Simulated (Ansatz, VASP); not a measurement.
Co: VASP beside Ansatz

The input INCAR:

```
PREC = Accurate
ENCUT = 520
EDIFF = 1E-6
ISMEAR = -1
SIGMA = 0.1
LREAL = False
LASPH = True
NELM = 60
ALGO = Normal
ISIF = 2
LWAVE = False
LCHARG = False
GGA = PE
NBANDS = 20
```

KPOINTS

```
Automatic mesh
0
Gamma
  11 11 15
```

POSCAR

```
Co
1.0
    3.8567457553      0.0000000000      0.0000000000
   -1.9283728777      3.3400398000      0.0000000000
    0.0000000000      0.0000000000      2.3640229187
Co
3
Direct
    0.0000000000      0.0000000000      0.0000000000
    0.3333333333      0.6666666667      0.5000000000
    0.6666666667      0.3333333333      0.5000000000
```

Input for Ansatz:

```yaml
crystal:
  lattice:
    - [3.8567457553, 0.0, 0.0]
    - [-1.9283728777, 3.3400398, 0.0]
    - [0.0, 0.0, 2.3640229187]
  atoms:
    - { symbol: Co, position: [0.0, 0.0, 0.0] }
    - { symbol: Co, position: [0.3333333333, 0.6666666667, 0.5] }
    - { symbol: Co, position: [0.6666666667, 0.3333333333, 0.5] }
hamiltonian:
  xc: pbe
  pseudopotentials:
    kind: paw
    azcp:
      Co: "pseudopotentials/Co.paw.azcp"
basis:
  ecutwfc: 420
  fft_grid_basis: typed
kpoints:
  mp_grid: { grid: [11, 11, 15], shift: [0, 0, 0] }
magnetization:
  spin_polarized: false
scf:
  occupations: { method: fermi_dirac, width: 0.1 }
  lower_state_search: "off"
output:
  stress: true
```

Alike in both runs: task single point; functional PBE; k mesh 11 × 11 × 15; occupations fermi-dirac, width 0.1 eV; no spin polarisation.

|  | VASP | Ansatz |
| --- | --- | --- |
| version | VASP 6.6.1 | Ansatz 0.2.0 |
| potentials or method | VASP PAW PBE potentials, release 64 (Co), cutoff 520 eV | plane waves (420 eV) with PAW, scalar-relativistic |
| valence electrons in the cell | 27 | 51 |

|  | VASP | Ansatz | Ansatz less VASP |
| --- | --- | --- | --- |
| pressure (GPa) | 9.7 | 10.7 | +1.03 |
| traceless stress, the component that is largest in VASP (GPa) | -0.22 | -0.18 | +0.032 |

VASP's potentials hold 27 valence electrons a cell and Ansatz's 51, so a difference there can come from the potentials and not from the codes.
